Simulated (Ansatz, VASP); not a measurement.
## Yb in VASP and in Ansatz

```
CELL_PARAMETERS angstrom
3.68510 0.00000 0.00000
-1.84255 3.19139 0.00000
0.00000 0.00000 6.03518
ATOMIC_POSITIONS crystal
Yb 0.33333 0.66667 0.75000
Yb 0.66667 0.33333 0.25000
```

Alike in both runs: functional PBE; k mesh 12 × 12 × 8; occupations gaussian, width 0.05 eV; no spin polarisation.

Ansatz relaxed the structure, and its values are those at the end. VASP's run is a single point on that final structure, the one shown.

```csv
,VASP,Ansatz
version,VASP 6.6.1,Ansatz 0.2.0
potentials or method,"VASP PAW PBE potentials, release 64 (Yb), cutoff 520 eV","scalar-relativistic, plane waves, PAW"
valence electrons in the cell,48,48
```

```csv
,VASP,Ansatz,Ansatz less VASP
gap on the k mesh at the Fermi level (eV),none,none,-
pressure (GPa),7.0,0.0,-6.97
```

A gap of «none» marks a metal or a gap that the smearing closes. One of these differences is far larger than is usual between the two programs; its cause wasn't traced.

Spin-orbit coupling is off throughout.
